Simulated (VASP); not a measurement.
Wanted: the native input for a VASP 6.6.1 run.

```
Task                   : single point
Functional             : r2SCAN
Potentials or basis    : VASP PAW PBE potentials, release 64 (Ag)
Cutoff                 : 520 eV
k mesh                 : 10 × 10 × 6
Occupations            : fermi-dirac, width 0.05 eV
Spin                   : no spin polarisation
Dipole correction      : no
Further INCAR settings : ALGO = Normal; EDIFF = 1e-06; NBANDS = 18
```

The system is Ag.

```xyz
2
Lattice="2.9494 0.0000 0.0000 -1.4747 2.5543 0.0000 0.0000 0.0000 4.8217" Properties=species:S:1:pos:R:3 pbc="T T T"
Ag    1.4747    0.8514    3.6163
Ag    0.0000    1.7028    1.2054
```

This isn't the form of Ag at room conditions, which is fcc.

The input as run:

POSCAR

```
Ag
1.0
    2.9494045390      0.0000000000      0.0000000000
   -1.4747022695      2.5542592568      0.0000000000
    0.0000000000      0.0000000000      4.8217227788
Ag
2
Direct
    0.6666666667      0.3333333333      0.7500000000
    0.3333333333      0.6666666667      0.2500000000
```

INCAR.step1

```
SYSTEM = Ag
ALGO = Normal
EDIFF = 1E-4
ENCUT = 520
GGA = PE
ISMEAR = -1
LASPH = .True.
LCHARG = .False.
LREAL = .False.
LWAVE = .True.
NBANDS = 18
NELM = 60
PREC = Accurate
SIGMA = 0.05
```

INCAR.step2

```
SYSTEM = Ag
ALGO = Normal
EDIFF = 1E-6
ENCUT = 520
ISIF = 2
ISMEAR = -1
ISTART = 1
LASPH = .True.
LCHARG = .True.
LELF = .True.
LMIXTAU = .True.
LREAL = .False.
LVHAR = .True.
LWAVE = .False.
METAGGA = R2SCAN
NBANDS = 18
NELM = 60
PREC = Accurate
SIGMA = 0.05
```

KPOINTS

```
k-points
0
Gamma
  10 10 6
  0 0 0
```

Potentials or basis: VASP PAW PBE potentials, release 64 (Ag).

Launch:

```sh
$ cat potpaw_PBE.64/Ag/POTCAR > POTCAR
$ cp INCAR.step1 INCAR
$ mpirun -np 1 vasp_std > vasp.out
$ cp INCAR.step2 INCAR
$ mpirun -np 1 vasp_std > vasp.out
```

It gave:

```json
{
 "Pressure": "-4.0 GPa",
 "Band gap on the k mesh": "zero (bands 11 and 12 overlap by 6.78 eV)"
}
```

Caveat: the cell stands under tension; the PAW data sets were made with another functional, which shifts forces and pressure a little.

It took 2.2 min on 1 thread of Intel Xeon 8259CL (shared host), peak memory 0.18 GiB.
